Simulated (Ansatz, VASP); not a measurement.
**NaF: VASP beside Ansatz**

```
CELL_PARAMETERS angstrom
4.07114 0.00000 0.00000
-2.03557 3.52571 0.00000
0.00000 0.00000 4.55138
ATOMIC_POSITIONS crystal
Na 0.33333 0.66667 0.93750
Na 0.66667 0.33333 0.43750
F 0.33333 0.66667 0.43750
F 0.66667 0.33333 0.93750
```

Change from the starting cell: biaxial_xy strain +5.2%.

Alike in both runs: task single point; functional r2SCAN; k mesh 12 × 12 × 6; no spin polarisation.

```csv
,VASP,Ansatz
version,VASP 6.6.1,Ansatz 0.2.0
potentials or method,"VASP PAW PBE potentials, release 64 (Na_pv, F)","plane waves, PAW"
plane-wave cutoff (eV),520,500
occupations,"gaussian, width 0.01 eV",fixed
valence electrons in the cell,28,32
```

Ansatz gave:

| Quantity | Value |
| --- | --- |
| gap on the k mesh at the Fermi level (eV) | 6.04 |
| pressure (GPa) | -3.0 |
| traceless stress, the component that is largest in VASP (GPa) | 1.36 |

Task: Which values does VASP return?

Result: gap on the k mesh at the Fermi level (eV): 6.05; pressure (GPa): -3.5; traceless stress, the component that is largest in VASP (GPa): 1.25.

VASP's potentials were made for PBE, not for r2SCAN. VASP's potentials hold 28 valence electrons a cell and Ansatz's 32, so a difference there can come from the potentials and not from the codes.
